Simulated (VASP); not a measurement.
# ZnCd2Se3 (P1) in VASP: single point with PBE

Aim: the single point of ZnCd2Se3 with PBE.

All numbers are computed with VASP 6.6.1; they aren't measurements. Logs are shortened: lines on timing, memory, paths and dates and some standing lists are left out, and cuts for length are marked.

### Step 1. The cell of the first run

The typed cell holds 12 atoms: a = 4.260 Å, b = 4.258 Å, c = 21.117 Å, α = 90.05°, β = 89.95°, γ = 120.03°.

### Step 2. Single point, PBE

Contents of INCAR:

```
SYSTEM = ZnCd2Se3
  PREC = Accurate
  ENCUT = 520
  EDIFF = 1E-6
  ISMEAR = 0
  SIGMA = 0.1
  LREAL = .False.
  LASPH = .True.
  NELM = 80
  ALGO = Normal
  ISIF = 2
  LWAVE = .False.
  LCHARG = .True.
  GGA = PE
  LELF = .True.
  LVHAR = .True.
  NBANDS = 66
```

Contents of KPOINTS:

```
regular mesh
0
Gamma
  6 6 1
  0 0 0
```

Contents of POSCAR:

```
ZnCd2Se3
1.0
    4.2601437439     -0.0007014440      0.0017210598
   -2.1307053720      3.6869997883     -0.0019732263
    0.0085084831     -0.0061821847     21.1166631959
Zn Cd Se
2 4 6
Direct
    0.3344635627      0.6690266345      0.6680299896
    0.6661700746      0.3324301088      0.1682412043
    0.3290113642      0.6652678291      0.0062516605
    0.3320198108      0.6656055259      0.3326356025
    0.6714018131      0.3325895729      0.5061520678
    0.6666922887      0.3354801281      0.8325867282
    0.3325113715      0.6655707956      0.1332806594
    0.3378217135      0.6655727550      0.4590614558
    0.3334387271      0.6683643273      0.7857063886
    0.6656319024      0.3324158717      0.2858713218
    0.6681203903      0.3354849737      0.6331130265
    0.6627169814      0.3321914774      0.9590678950
```

Potentials or basis: VASP PAW PBE potentials, release 64 (Zn, Cd, Se).

On the command line:

```bash
cat potpaw_PBE.64/Zn/POTCAR potpaw_PBE.64/Cd/POTCAR potpaw_PBE.64/Se/POTCAR > POTCAR
mpirun -np 1 vasp_std > vasp.out
```

OUTCAR:

```text
SYSTEM = ZnCd2Se3
   PREC = Accurate
   ENCUT = 520
   EDIFF = 1E-6
   ISMEAR = 0
   LREAL = .False.
   LASPH = .True.
   NELM = 80
   ISIF = 2
   GGA = PE

 ion  position               nearest neighbor table
   1  0.334  0.669  0.668-   9 2.48  11 2.57  11 2.57  11 2.57
   2  0.666  0.332  0.168-  10 2.48   7 2.57   7 2.57   7 2.57
   3  0.329  0.665  0.006-  12 2.65  12 2.65  12 2.65   7 2.68
   4  0.332  0.666  0.333-  10 2.65  10 2.65  10 2.65   8 2.67
   5  0.671  0.333  0.506-   8 2.65   8 2.65   8 2.65  11 2.68
   6  0.667  0.335  0.833-   9 2.65   9 2.65   9 2.65  12 2.67
   7  0.333  0.666  0.133-   2 2.57   2 2.57   2 2.57   3 2.68
   8  0.338  0.666  0.459-   5 2.65   5 2.65   5 2.65   4 2.67
   9  0.333  0.668  0.786-   1 2.48   6 2.65   6 2.65   6 2.65
  10  0.666  0.332  0.286-   2 2.48   4 2.65   4 2.65   4 2.65
  11  0.668  0.335  0.633-   1 2.57   1 2.57   1 2.57   5 2.68
  12  0.663  0.332  0.959-   3 2.65   3 2.65   3 2.65   6 2.67

  LATTYP: Found a triclinic cell.
 ALAT       =     4.2583889812
 B/A-ratio  =     0.9997084206
 C/A-ratio  =     4.9588391076
 COS(alpha) =     0.0001111942
 COS(beta)  =     0.0009184609
 COS(gamma) =     0.4994418379

  Lattice vectors:

 A1 = (  -2.1307053720,   3.6869997883,  -0.0019732263)
 A2 = (   2.1294383719,   3.6862983443,  -0.0002521665)
 A3 = (  -0.0085084831,   0.0061821847, -21.1166631959)

Analysis of symmetry for initial positions (statically):
=====================================================================
 Subroutine PRICEL returns:
 Original cell was already a primitive cell.

 Routine SETGRP: Setting up the symmetry group for a
 triclinic supercell.

 Subroutine GETGRP returns: Found  1 space group operations
 (whereof  1 operations were pure point group operations)
 out of a pool of  2 trial point group operations.

The static configuration has the point symmetry C_1 .

Analysis of symmetry for dynamics (positions and initial velocities):
=====================================================================
 Subroutine PRICEL returns:
 Original cell was already a primitive cell.

 Routine SETGRP: Setting up the symmetry group for a
 triclinic supercell.

 Subroutine GETGRP returns: Found  1 space group operations
 (whereof  1 operations were pure point group operations)
 out of a pool of  2 trial point group operations.

The dynamic configuration has the point symmetry C_1 .

 Subroutine INISYM returns: Found  1 space group operations
 (whereof  1 operations are pure point group operations),
 and found     1 'primitive' translations

----------------------------------------------------------------------------------------

                                     Primitive cell

  volume of cell :     331.6509

  direct lattice vectors                    reciprocal lattice vectors
     4.260143744 -0.000701444  0.001721060     0.234756223  0.135664840 -0.000054872
    -2.130705372  3.686999788 -0.001973226     0.000044630  0.271249066  0.000079394
     0.008508483 -0.006182185 21.116663196    -0.000019129  0.000014290  0.047355979

  length of vectors
     4.260144149  4.258388981 21.116665815     0.271137301  0.271249081  0.047355985

  position of ions in fractional coordinates (direct lattice)
     0.334463563  0.669026634  0.668029990
     0.666170075  0.332430109  0.168241204
     0.329011364  0.665267829  0.006251660
     0.332019811  0.665605526  0.332635602
     0.671401813  0.332589573  0.506152068
     0.666692289  0.335480128  0.832586728
     0.332511371  0.665570796  0.133280659
     0.337821713  0.665572755  0.459061456
     0.333438727  0.668364327  0.785706389
     0.665631902  0.332415872  0.285871322
     0.668120390  0.335484974  0.633113026
     0.662716981  0.332191477  0.959067895

  ion indices of the primitive-cell ions
   primitive index   ion index
                 1           1
                 2           2
                 3           3
                 4           4
                 5           5
                 6           6
                 7           7
                 8           8
                 9           9
                10          10
                11          11
                12          12

----------------------------------------------------------------------------------------

 KPOINTS: regular mesh

Automatic generation of k-mesh.
 Grid dimensions read from file:
 generate k-points for:    6    6    1

 Generating k-lattice:

  Cartesian coordinates                     Fractional coordinates (reciprocal lattice)
     0.039126037  0.022610807 -0.000009145     0.166666667  0.000000000  0.000000000
     0.000007438  0.045208178  0.000013232    -0.000000000  0.166666667 -0.000000000
    -0.000019129  0.000014290  0.047355979    -0.000000000  0.000000000  1.000000000

  Length of vectors
     0.045189550  0.045208180  0.047355985

  Shift w.r.t. Gamma in fractional coordinates (k-lattice)
     0.000000000  0.000000000  0.000000000

 Subroutine IBZKPT returns following result:
 ===========================================

 Found     20 irreducible k-points:

 Following reciprocal coordinates:
            Coordinates               Weight
  0.000000  0.000000  0.000000      1.000000
  0.166667 -0.000000  0.000000      2.000000
  0.333333 -0.000000  0.000000      2.000000
  0.500000 -0.000000 -0.000000      1.000000
 -0.000000  0.166667  0.000000      2.000000
  0.166667  0.166667  0.000000      2.000000
[... 12 lines left out ...]
  0.333333  0.500000  0.000000      2.000000
  0.500000  0.500000  0.000000      1.000000
   k-points           NKPTS =     20   k-points in BZ     NKDIM =     20   number of bands    NBANDS=     66
   number of dos      NEDOS =    301   number of ions     NIONS =     12
   total plane-waves  NPLWV = 163840
   dimension x,y,z NGX =    32 NGY =   32 NGZ =  160
   dimension x,y,z NGXF=    64 NGYF=   64 NGZF=  320
   ions per type =               2   4   6
   NGX,Y,Z   is equivalent  to a cutoff of  12.49, 12.49, 12.60 a.u.
   NGXF,Y,Z  is equivalent  to a cutoff of  24.98, 24.99, 25.19 a.u.
 SYSTEM =  ZnCd2Se3
   PREC   = accura    normal or accurate (medium, high low for compatibility)
   ISTART =      0    job   : 0-new  1-cont  2-samecut
   ICHARG =      2    charge: 1-file 2-atom 10-const
   ISPIN  =      1    spin polarized calculation?
   LNONCOLLINEAR =      F non collinear calculations
   LSORBIT =      F    spin-orbit coupling
   LASPH  =      T    aspherical Exc in radial PAW
   ENCUT  =  520.0 eV  38.22 Ry    6.18 a.u.   7.92  7.92 39.26*2*pi/ulx,y,z
   NELM   =     80;   NELMIN=  2; NELMDL= -5     # of ELM steps
   EDIFF  = 0.1E-05   stopping-criterion for ELM
   LREAL  =      F    real-space projection
   EDIFFG = 0.1E-04   stopping-criterion for IOM
   NSW    =      0    number of steps for IOM
   IBRION =     -1    ionic relax: 0-MD 1-quasi-New 2-CG
   NFREE  =      0    steps in history (QN), initial steepest desc. (CG)
   ISIF   =      2    stress and relaxation
   ISYM   =      2    0-nonsym 1-usesym 2-fastsym
   POTIM  = 0.5000    time-step for ionic-motion
   TEBEG  =    0.0;   TEEND  =   0.0 temperature during run
   PSTRESS=    0.0 pullay stress
   NELECT =     108.0000    total number of electrons
   NUPDOWN=      -1.0000    fix difference up-down
   EMIN   =  10.00;   EMAX   =-10.00  energy-range for DOS
   EFERMI =   0.00;   METHOD = LEGACY
   ISMEAR =     0;   SIGMA  =   0.10  broadening in eV -4-tet -1-fermi 0-gaus
   EFERMI_NEDOS =   21; number of points for ismear=-14 and -15
   IALGO  =     38    algorithm
   IMIX   =      4    mixing-type and parameters
     AMIX     =   0.40;   BMIX     =  1.00
     AMIX_MAG =   1.60;   BMIX_MAG =  1.00
  volume/ion in A,a.u.               =      27.64       186.51
  Fermi-wavevector in a.u.,A,eV,Ry     =   1.126304  2.128406 17.259820  1.268561
  Thomas-Fermi vector in A             =   2.262985
   LORBIT       =      0    0 simple, 1 ext, 2 COOP (PROOUT), +10 PAW based schemes
   GGA     = PE    functional components
   LHFCALC =     F    Hartree Fock is set to
   AEXX    =    0.0000 exact exchange contribution
   IVDW    =     0    specifies the selected vdW correction
   LEPSILON=     F    determine dielectric tensor
   LRPA    =     F    only Hartree local field effects (RPA)
 non-spin polarized calculation
 Gauss-broadening in eV      SIGMA  =   0.10
  energy-cutoff  :      520.00
  volume of cell :      331.65
 maximum number of plane-waves:      8975
   NGX = 15   NGY = 15   NGZ = 79

 number of electron     108.0000008 magnetization

 Free energy of the ion-electron system (eV)
  ---------------------------------------------------
  ext. energy  EPLUGINS =         0.00000000
  ---------------------------------------------------
  free energy    TOTEN  =       -33.74479328 eV

  energy without entropy =      -33.74479211  energy(sigma->0) =      -33.74479270

 E-fermi :   1.1252     XC(G=0):  -8.7972

 val. band max:        0.8341080728   @ k =   0.0000   0.0000   0.0000
 cond. band min:       1.4064447097   @ k =   0.0000   0.0000   0.0000
 fundamental gap:      0.5723366370
 Fermi energy:         1.1252478991

 k-point     1 :       0.0000    0.0000    0.0000
  band No.  band energies     occupation
      1     -11.7834      2.00000
      2     -11.7407      2.00000
      3     -11.5569      2.00000
      4     -11.4380      2.00000
      5     -11.3683      2.00000
      6     -11.2926      2.00000
[... 58 lines left out ...]
     65       6.5243      0.00000
     66       6.6583      0.00000

 k-point     2 :       0.1667   -0.0000    0.0000
  band No.  band energies     occupation
      1     -11.6852      2.00000
      2     -11.6462      2.00000
      3     -11.4838      2.00000
      4     -11.3792      2.00000
      5     -11.3157      2.00000
      6     -11.2508      2.00000
[... 1300 lines left out ...]
     65       6.1083      0.00000
     66       6.8816      0.00000

------------------------ aborting loop because EDIFF is reached ----------------------------------------

  FORCE on cell =-STRESS in cart. coord.  units (eV):
  Direction    XX          YY          ZZ          XY          YZ          ZX
  --------------------------------------------------------------------------------------
  -------------------------------------------------------------------------------------
  Total        0.6067227      0.6546075      0.3693928     -0.0046598      0.0165972     -0.0194696
  in kB        2.9310257      3.1623528      1.7845048     -0.0225111      0.0801795     -0.0940561
  external PRESSURE =       2.6259611 kB  Pullay stress =       0.0000000 kB

 VOLUME and BASIS-vectors are now :
 -----------------------------------------------------------------------------
  energy-cutoff  :      520.00
  volume of cell :      331.65
      direct lattice vectors                 reciprocal lattice vectors
     4.260143744 -0.000701444  0.001721060     0.234756223  0.135664840 -0.000054872
    -2.130705372  3.686999788 -0.001973226     0.000044630  0.271249066  0.000079394
     0.008508483 -0.006182185 21.116663196    -0.000019129  0.000014290  0.047355979

 POSITION                                       TOTAL-FORCE (eV/Angst)
 -----------------------------------------------------------------------------------
      0.00505      2.46234     14.10582         0.002110     -0.002297     -0.009240
      2.13110      1.22416      3.55318        -0.002688     -0.000218     -0.016885
     -0.01580      2.45257      0.13127         0.003558      0.001456      0.020871
     -0.00093      2.45180      7.02341         0.002807      0.001145     -0.000508
      2.15592      1.22266     10.68874        -0.005776      0.001332      0.021075
      2.13248      1.23130     17.58194         0.000568     -0.002146     -0.002681
     -0.00046      2.45290      2.81370         0.000640     -0.000437      0.014933
      0.02494      2.45089      9.69311        -0.004834      0.001376     -0.011813
      0.00309      2.45917     16.59075         0.000306     -0.000533     -0.010680
      2.12984      1.22338      6.03714         0.000750      0.000055     -0.014998
      2.13686      1.23255     13.36972        -0.000007     -0.001260      0.020690
      2.12363      1.21840     20.25280         0.002567      0.001528     -0.010764
 -----------------------------------------------------------------------------------
    total drift:                               -0.000225      0.000227      0.001217

  FREE ENERGIE OF THE ION-ELECTRON SYSTEM (eV)
  ---------------------------------------------------
  free  energy   TOTEN  =       -33.7447932849 eV

  energy  without entropy=      -33.7447921101  energy(sigma->0) =      -33.74479270
```

It took 19 min on 1 thread of Intel Xeon 8259CL, shared host; peak memory 0.62 GiB.

Results:

| Property | Result |
| --- | --- |
| Free energy | -33.7448 eV |
| Pressure | 0.3 GPa |
| Largest force | 0.022 eV/Å |
| Band gap on the k mesh | 0.57 eV |

Forces on the atoms (eV/Å):
```
Zn   0.002 -0.002 -0.009
Zn  -0.003  0.000 -0.017
Cd   0.004  0.001  0.021
Cd   0.003  0.001 -0.001
Cd  -0.006  0.001  0.021
Cd   0.001 -0.002 -0.003
Se   0.001  0.000  0.015
Se  -0.005  0.001 -0.012
Se   0.000 -0.001 -0.011
Se   0.001  0.000 -0.015
Se   0.000 -0.001  0.021
Se   0.003  0.002 -0.011
```

Caveat: semilocal functionals underestimate gaps, and a narrow one can read as zero.
